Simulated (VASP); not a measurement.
# Sn (Im-3m) in VASP: a series of runs

Sn is run at these levels: PBE; tasks: single point, relaxation of cell and atoms.

Everything below comes from runs of VASP 6.6.1. Logs are shortened: lines on timing, memory, paths and dates and some standing lists are left out, and cuts for length are marked.

**1. The cell of the first run**

Symmetry: Im-3m, No. 229, cubic system. Conventional cell: a = 8.214 Å, b = 8.214 Å, c = 8.214 Å, α = 90.00°, β = 90.00°, γ = 90.00°. Sn (site symmetry -4m2) has 4 Sn at 2.90 Å within 3.8 Å.

The cell was built from a structure type or drawn by symmetry, and may not be a known phase.

**2. Single point, PBE**

File INCAR:

```
ALGO = Fast ; EDIFF = 1E-6
ENCUT = 520 ; GGA = PE
ISIF = 2 ; ISMEAR = 0
LASPH = T ; LCHARG = F
LREAL = F ; LWAVE = F
NBANDS = 51 ; NELM = 60
PREC = Accurate ; SIGMA = 0.1
```

File KPOINTS:

```
k-points
0
Gamma
  4 4 4
```

File POSCAR:

```
Sn
1.0
   -4.1070608372      4.1070608372      4.1070608372
    4.1070608372     -4.1070608372      4.1070608372
    4.1070608372      4.1070608372     -4.1070608372
Sn
6
Direct
    0.7500000000      0.2500000000      0.5000000000
    0.2500000000      0.7500000000      0.5000000000
    0.5000000000      0.2500000000      0.7500000000
    0.7500000000      0.5000000000      0.2500000000
    0.5000000000      0.7500000000      0.2500000000
    0.2500000000      0.5000000000      0.7500000000
```

Potentials or basis: VASP PAW PBE potentials, release 64 (Sn_d).

On the command line:

```console
$ cat potpaw_PBE.64/Sn_d/POTCAR > POTCAR
$ mpirun -np 1 vasp_std > vasp.out
```

OUTCAR:

```text
EDIFF = 1E-6
   ENCUT = 520
   GGA = PE
   ISIF = 2
   ISMEAR = 0
   LASPH = T
   LREAL = F
   NELM = 60
   PREC = Accurate

 ion  position               nearest neighbor table
   1  0.750  0.250  0.500-   3 2.90   4 2.90   6 2.90   5 2.90
   2  0.250  0.750  0.500-   3 2.90   5 2.90   6 2.90   4 2.90
   3  0.500  0.250  0.750-   1 2.90   4 2.90   6 2.90   2 2.90
   4  0.750  0.500  0.250-   1 2.90   2 2.90   5 2.90   3 2.90
   5  0.500  0.750  0.250-   1 2.90   2 2.90   4 2.90   6 2.90
   6  0.250  0.500  0.750-   2 2.90   3 2.90   5 2.90   1 2.90

  LATTYP: Found a body centered cubic cell.
 ALAT       =     8.2141216744

  Lattice vectors:

 A1 = (  -4.1070608372,   4.1070608372,   4.1070608372)
 A2 = (   4.1070608372,  -4.1070608372,   4.1070608372)
 A3 = (   4.1070608372,   4.1070608372,  -4.1070608372)

Analysis of symmetry for initial positions (statically):
=====================================================================
 Subroutine PRICEL returns:
 Original cell was already a primitive cell.

 Routine SETGRP: Setting up the symmetry group for a
 body centered cubic supercell.

 Subroutine GETGRP returns: Found 48 space group operations
 (whereof 48 operations were pure point group operations)
 out of a pool of 48 trial point group operations.

The static configuration has the point symmetry O_h .

Analysis of symmetry for dynamics (positions and initial velocities):
=====================================================================
 Subroutine PRICEL returns:
 Original cell was already a primitive cell.

 Routine SETGRP: Setting up the symmetry group for a
 body centered cubic supercell.

 Subroutine GETGRP returns: Found 48 space group operations
 (whereof 48 operations were pure point group operations)
 out of a pool of 48 trial point group operations.

The dynamic configuration has the point symmetry O_h .

 Subroutine INISYM returns: Found 48 space group operations
 (whereof 48 operations are pure point group operations),
 and found     1 'primitive' translations

----------------------------------------------------------------------------------------

                                     Primitive cell

  volume of cell :     277.1108

[... 78 lines left out ...]
   NELM   =     60;   NELMIN=  2; NELMDL= -5     # of ELM steps
   EDIFF  = 0.1E-05   stopping-criterion for ELM
   LREAL  =      F    real-space projection
   EDIFFG = 0.1E-04   stopping-criterion for IOM
   NSW    =      0    number of steps for IOM
   IBRION =     -1    ionic relax: 0-MD 1-quasi-New 2-CG
   NFREE  =      0    steps in history (QN), initial steepest desc. (CG)
   ISIF   =      2    stress and relaxation
   ISYM   =      2    0-nonsym 1-usesym 2-fastsym
   POTIM  = 0.5000    time-step for ionic-motion
   TEBEG  =    0.0;   TEEND  =   0.0 temperature during run
   PSTRESS=    0.0 pullay stress
   NELECT =      84.0000    total number of electrons
   NUPDOWN=      -1.0000    fix difference up-down
   EMIN   =  10.00;   EMAX   =-10.00  energy-range for DOS
   EFERMI =   0.00;   METHOD = LEGACY
   ISMEAR =     0;   SIGMA  =   0.10  broadening in eV -4-tet -1-fermi 0-gaus
   EFERMI_NEDOS =   21; number of points for ismear=-14 and -15
   IALGO  =     68    algorithm
   IMIX   =      4    mixing-type and parameters
     AMIX     =   0.40;   BMIX     =  1.00
     AMIX_MAG =   1.60;   BMIX_MAG =  1.00
  volume/ion in A,a.u.               =      46.19       311.67
  Fermi-wavevector in a.u.,A,eV,Ry     =   1.099723  2.078176 16.454771  1.209392
  Thomas-Fermi vector in A             =   2.236123
   LORBIT       =      0    0 simple, 1 ext, 2 COOP (PROOUT), +10 PAW based schemes
   GGA     = PE    functional components
   LHFCALC =     F    Hartree Fock is set to
   AEXX    =    0.0000 exact exchange contribution
   IVDW    =     0    specifies the selected vdW correction
   LEPSILON=     F    determine dielectric tensor
   LRPA    =     F    only Hartree local field effects (RPA)
 non-spin polarized calculation
 RMM-DIIS sequential band-by-band and
 Gauss-broadening in eV      SIGMA  =   0.10
  energy-cutoff  :      520.00
  volume of cell :      277.11
 maximum number of plane-waves:      7520
 NGX is ok and might be reduce to    54
   NGX = 27   NGY = 27   NGZ = 27

 number of electron      84.0000065 magnetization

 Free energy of the ion-electron system (eV)
  ---------------------------------------------------
  ext. energy  EPLUGINS =         0.00000000
  ---------------------------------------------------
  free energy    TOTEN  =       -22.22744711 eV

  energy without entropy =      -22.22474950  energy(sigma->0) =      -22.22609831

 E-fermi :   3.1105     XC(G=0):  -7.2568

 val. band max:        3.0822893063   @ k =   0.5000   0.5000   0.5000
 cond. band min:       3.2917855031   @ k =  -0.2500   0.2500   0.2500
 fundamental gap:      0.2094961968
 Fermi energy:         3.1105026427

 k-point     1 :       0.0000    0.0000    0.0000
  band No.  band energies     occupation
      1     -18.4635      2.00000
      2     -18.4635      2.00000
      3     -18.4635      2.00000
      4     -18.4295      2.00000
      5     -18.4168      2.00000
      6     -18.4168      2.00000
[... 421 lines left out ...]
     50       7.1689      0.00000
     51       7.2277      0.00000

------------------------ aborting loop because EDIFF is reached ----------------------------------------

  FORCE on cell =-STRESS in cart. coord.  units (eV):
  Direction    XX          YY          ZZ          XY          YZ          ZX
  --------------------------------------------------------------------------------------
  -------------------------------------------------------------------------------------
  Total       -0.2146764     -0.2146764     -0.2146764      0.0000000      0.0000000      0.0000000
  in kB       -1.2411989     -1.2411989     -1.2411989      0.0000000      0.0000000      0.0000000
  external PRESSURE =      -1.2411989 kB  Pullay stress =       0.0000000 kB

 VOLUME and BASIS-vectors are now :
 -----------------------------------------------------------------------------
  energy-cutoff  :      520.00
  volume of cell :      277.11
      direct lattice vectors                 reciprocal lattice vectors
    -4.107060837  4.107060837  4.107060837     0.000000000  0.121741562  0.121741562
     4.107060837 -4.107060837  4.107060837     0.121741562  0.000000000  0.121741562
     4.107060837  4.107060837 -4.107060837     0.121741562  0.121741562  0.000000000

 POSITION                                       TOTAL-FORCE (eV/Angst)
 -----------------------------------------------------------------------------------
     -0.00000      4.10706      2.05353        -0.000000      0.000000     -0.000000
      4.10706     -0.00000      2.05353         0.000000     -0.000000     -0.000000
      2.05353      4.10706      0.00000        -0.000000     -0.000000      0.000000
     -0.00000      2.05353      4.10706         0.000000      0.000000      0.000000
      2.05353     -0.00000      4.10706        -0.000000      0.000000      0.000000
      4.10706      2.05353      0.00000        -0.000000     -0.000000     -0.000000
 -----------------------------------------------------------------------------------
    total drift:                                0.000000     -0.000000      0.000000

  FREE ENERGIE OF THE ION-ELECTRON SYSTEM (eV)
  ---------------------------------------------------
  free  energy   TOTEN  =       -22.2274471126 eV

  energy  without entropy=      -22.2247494993  energy(sigma->0) =      -22.22609831
```

OSZICAR:

```text
N       E                     dE             d eps       ncg     rms          rms(c)
DAV:   1     0.892003841886E+03    0.89200E+03   -0.41995E+04   846   0.215E+03
DAV:   2     0.115671679369E+03   -0.77633E+03   -0.76173E+03   816   0.588E+02
DAV:   3    -0.149785365094E+02   -0.13065E+03   -0.12873E+03   944   0.215E+02
DAV:   4    -0.222695954636E+02   -0.72911E+01   -0.72681E+01   890   0.563E+01
DAV:   5    -0.224871884394E+02   -0.21759E+00   -0.21755E+00  1071   0.996E+00    0.482E+00
RMM:   6    -0.223146625970E+02    0.17253E+00   -0.12872E-01   961   0.252E+00    0.289E+00
RMM:   7    -0.222050555832E+02    0.10961E+00   -0.28747E-01  1023   0.310E+00    0.345E-01
RMM:   8    -0.222211394865E+02   -0.16084E-01   -0.66358E-02   979   0.173E+00    0.166E-01
RMM:   9    -0.222243007530E+02   -0.31613E-02   -0.24100E-02  1068   0.110E+00    0.121E-01
RMM:  10    -0.222270577273E+02   -0.27570E-02   -0.88280E-03  1255   0.592E-01    0.431E-02
RMM:  11    -0.222274109812E+02   -0.35325E-03   -0.13604E-03  1321   0.187E-01    0.168E-02
RMM:  12    -0.222274449813E+02   -0.34000E-04   -0.25405E-04  1330   0.708E-02    0.799E-03
RMM:  13    -0.222274458444E+02   -0.86318E-06   -0.66560E-05  1016   0.418E-02    0.370E-03
RMM:  14    -0.222274464658E+02   -0.62132E-06   -0.25527E-05   997   0.223E-02    0.121E-03
RMM:  15    -0.222274471126E+02   -0.64679E-06   -0.93171E-06   698   0.120E-02
   1 F= -.22227447E+02 E0= -.22226098E+02  d E =-.269761E-02
```

Wall time 7.1 min (1 thread of Intel Xeon Platinum 8259CL at 2.50GHz (Skylake/Cascade Lake), shared host); peak memory 0.41 GiB.

What came out:

| Property | Result |
| --- | --- |
| Free energy | -22.2274 eV |
| Pressure | -0.1 GPa |
| Band gap on the k mesh | zero (filled and empty bands touch) |

Levels at points of the mesh, in eV from the Fermi level:
| k point | band 39 | band 40 | band 41 | band 42 | band 43 | band 44 | band 45 | band 46 |
| --- | --- | --- | --- | --- | --- | --- | --- | --- |
| (0.00, 0.00, 0.00) | -1.92 | -1.52 | -1.52 | -1.52 | 1.01 | 1.01 | 2.14 | 2.14 |
| (0.50, 0.00, 0.00) | -2.49 | -1.47 | -0.98 | -0.59 | 0.85 | 1.19 | 1.98 | 2.16 |
| (0.50, 0.50, 0.50) | -1.40 | -1.32 | -0.03 | -0.03 | -0.03 | 0.20 | 0.20 | 0.20 |

Caveat: spin-orbit coupling is left out, which moves the levels of the heavy elements.

(Part 1 of 2 ends here.)
